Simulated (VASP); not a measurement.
CoSi: single point with PBE

CoSi:

```xyz
8
Lattice="4.4891 0.0000 0.0000 0.0000 4.4891 0.0000 0.0000 0.0000 4.4891" Properties=species:S:1:pos:R:3 pbc="T T T"
Co    0.6422    0.6422    0.6422
Co    1.6023    3.8469    2.8868
Co    2.8868    1.6023    3.8469
Co    3.8469    2.8868    1.6023
Si    3.7825    3.7825    3.7825
Si    2.9512    0.7066    1.5379
Si    1.5379    2.9512    0.7066
Si    0.7066    1.5379    2.9512
```

- Program: VASP 6.6.1
- Task: single point
- Functional: PBE
- Potentials or basis: VASP PAW PBE potentials, release 64 (Co, Si)
- Cutoff: 520 eV
- k mesh: 8 × 8 × 8
- Occupations: gaussian, width 0.05 eV
- Spin: no spin polarisation

| Item | Value |
| --- | --- |
| Pressure | -7.9 GPa |
| Largest force | 0.007 eV/Å |
| Band gap on the k mesh | zero (bands 26 and 27 overlap by 0.20 eV) |

Forces in eV/Å, atoms in the order of the input:
```
Co   0.004  0.004  0.004
Co  -0.004 -0.004  0.004
Co   0.004 -0.004 -0.004
Co  -0.004  0.004 -0.004
Si  -0.003 -0.003 -0.003
Si   0.003  0.003 -0.003
Si  -0.003  0.003  0.003
Si   0.003 -0.003  0.003
```

Levels at points of the mesh, in eV from the Fermi level:
```
           k point  band 24  band 25  band 26  band 27  band 28  band 29
(0.00, 0.00, 0.00)    -0.73    -0.01    -0.01    -0.01     2.32     2.32
(0.50, 0.00, 0.00)    -0.62    -0.45    -0.45     0.96     0.96     1.36
(0.50, 0.50, 0.00)    -0.95    -0.03    -0.03     0.54     0.54     1.86
(0.50, 0.50, 0.50)    -1.14    -0.21    -0.21    -0.21    -0.21     5.13
```

It took 3.4 min on 1 thread of Intel Xeon 8259CL, with other jobs on the host, peak memory 0.27 GiB.

Caveat: the cell stands under tension; the run has no spin polarisation, though such a crystal can be magnetic. Spin polarisation is off, so any magnetic state and its effect on volume and gap are missing.
